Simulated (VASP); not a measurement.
# Ag: single point with LDA

Ag:

```
Ag
1.0
     0.00000    1.99895    1.99895
     1.99895    0.00000    1.99895
     1.99895    1.99895    0.00000
Ag
1
Cartesian
  0.0000 0.0000 0.0000
```

```yaml
Program: VASP 6.6.1
Task: single point
Functional: LDA
Potentials_or_basis: VASP PAW LDA potentials, release 64 (Ag)
Cutoff: 520 eV
k_mesh: 11 × 11 × 11
Occupations: fermi-dirac, width 0.05 eV
Spin: no spin polarisation
Dipole_correction: no
Further_INCAR_settings: ALGO = Normal; EDIFF = 1e-06; NBANDS = 12
```

```json
{
 "Pressure": "0.1 GPa"
}
```

Levels at points of the mesh, in eV from the Fermi level:
```
           k point  band 3  band 4  band 5  band 6  band 7  band 8  band 9  band 10
(0.00, 0.00, 0.00)   -5.21   -5.21   -4.03   -4.03   15.96   19.86   19.86    19.86
```

It took 6.5 s on 1 thread of Intel Xeon 6975P-C (shared host), peak memory 0.13 GiB.
